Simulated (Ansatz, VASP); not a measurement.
Given: the input of a run of Ansatz 0.2.0 on Cl.

The input input.yaml:

```yaml
crystal:
  lattice:
    - [3.1658284216, -2.2649010965, 0.0]
    - [3.1658284216, 2.2649010965, 0.0]
    - [0.0, 0.0, 8.2643724455]
  atoms:
    - { symbol: Cl, position: [0.37, 0.63, 0.4] }
    - { symbol: Cl, position: [0.13, 0.87, 0.9] }
    - { symbol: Cl, position: [0.63, 0.37, 0.6] }
    - { symbol: Cl, position: [0.87, 0.13, 0.1] }
hamiltonian:
  xc: r2scan
  pseudopotentials: { kind: paw }
kpoints:
  mp_grid: { grid: [7, 7, 4] }
scf:
  occupations: { method: fermi_dirac, width: 0.05 }
output:
  forces: true
  stress: true
  eigenvalues: true
```

Potentials or basis: Ansatz PAW.

The run is started by

```sh
$ ansatz run input.yaml --threads 2 --pin off --max-ram 5632MiB --backend cpu --events-out ev --progress --plain --runs-dir out
```

Problem. Set up the same calculation for VASP 6.6.1. Potentials there: VASP PAW PBE potentials, release 64 (Cl).

Solution. As run (the cutoff follows the program's own potentials):

POSCAR

```
Cl
1.0
    3.1658284216     -2.2649010965      0.0000000000
    3.1658284216      2.2649010965      0.0000000000
    0.0000000000      0.0000000000      8.2643724455
Cl
4
Direct
    0.3700000000      0.6300000000      0.4000000000
    0.1300000000      0.8700000000      0.9000000000
    0.6300000000      0.3700000000      0.6000000000
    0.8700000000      0.1300000000      0.1000000000
```

File INCAR.step1:

```
PREC = Accurate ; ENCUT = 520
ISMEAR = -1 ; SIGMA = 0.05
LREAL = False ; LASPH = True
NELM = 100 ; NBANDS = 22
GGA = PE ; ALGO = Normal
EDIFF = 1E-4 ; LWAVE = True
LCHARG = False
```

INCAR.step2

```
PREC = Accurate ; ENCUT = 520
EDIFF = 1E-6 ; ISMEAR = -1
SIGMA = 0.05 ; LREAL = False
LASPH = True ; NELM = 100
ALGO = Normal ; ISIF = 2
LWAVE = False ; LCHARG = False
METAGGA = R2SCAN ; LMIXTAU = True
NBANDS = 22 ; ISTART = 1
```

The input KPOINTS:

```
regular mesh
0
Gamma
  7 7 4
```

Potentials or basis: VASP PAW PBE potentials, release 64 (Cl).

The run is started by

```sh
$ cat potpaw_PBE.64/Cl/POTCAR > POTCAR
$ cp INCAR.step1 INCAR
$ mpirun -np 1 vasp_std > vasp.out
$ cp INCAR.step2 INCAR
$ mpirun -np 1 vasp_std > vasp.out
```

Both were run:

|  | VASP | Ansatz | Ansatz less VASP |
| --- | --- | --- | --- |
| gap on the k mesh at the Fermi level (eV) | 2.82 | 2.79 | -0.026 |
| least direct gap on the mesh (eV) | 2.87 | 2.84 | -0.026 |
| pressure (GPa) | -1.6 | -1.2 | +0.41 |
| traceless stress, the component that is largest in VASP (GPa) | 1.54 | 1.22 | -0.314 |
| rms of the force components (eV/Å) | 0.341 | 0.240 | -0.1011 |

VASP's potentials were made for PBE, not for r2SCAN. Atom by atom the forces differ by 0.103 eV/Å (rms over components).

Noted on Ansatz's run: odd divisions of the mesh miss points on the zone boundary, where band edges often lie, so the gap on the mesh can be too wide.
